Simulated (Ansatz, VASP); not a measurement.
## Ir in VASP and in Ansatz

```
Ir
1.0
     2.55283    0.00000    0.00000
     0.00000    2.55283    0.00000
     0.00000    0.00000    2.55283
Ir
1
Direct
  0.00000 0.00000 0.00000
```

Alike in both runs: functional r2SCAN; k mesh 13 × 13 × 13; occupations fermi-dirac, width 0.05 eV; collinear spin.

Ansatz relaxed the structure, and its values are those at the end. VASP's run is a single point on that final structure, the one shown.

|  | VASP | Ansatz |
| --- | --- | --- |
| version | VASP 6.6.1 | Ansatz 0.2.0 |
| potentials or method | VASP PAW PBE potentials, release 64 (Ir), cutoff 520 eV | plane waves (500 eV) with PAW, scalar-relativistic |
| valence electrons in the cell | 9 | 17 |

|  | VASP | Ansatz | Ansatz less VASP |
| --- | --- | --- | --- |
| pressure (GPa) | 1.6 | 0.0 | -1.57 |
| net moment per atom (μB) | 0.00 | 0.00 | 0.000 |

VASP's potentials were made for PBE, not for r2SCAN. With one functional, cell and mesh, what is left measures potentials, basis and numerics. VASP's potentials hold 9 valence electrons a cell and Ansatz's 17, so a difference there can come from the potentials and not from the codes. Ansatz's warnings: seeded moment not kept.

Neither program's run includes spin-orbit coupling.
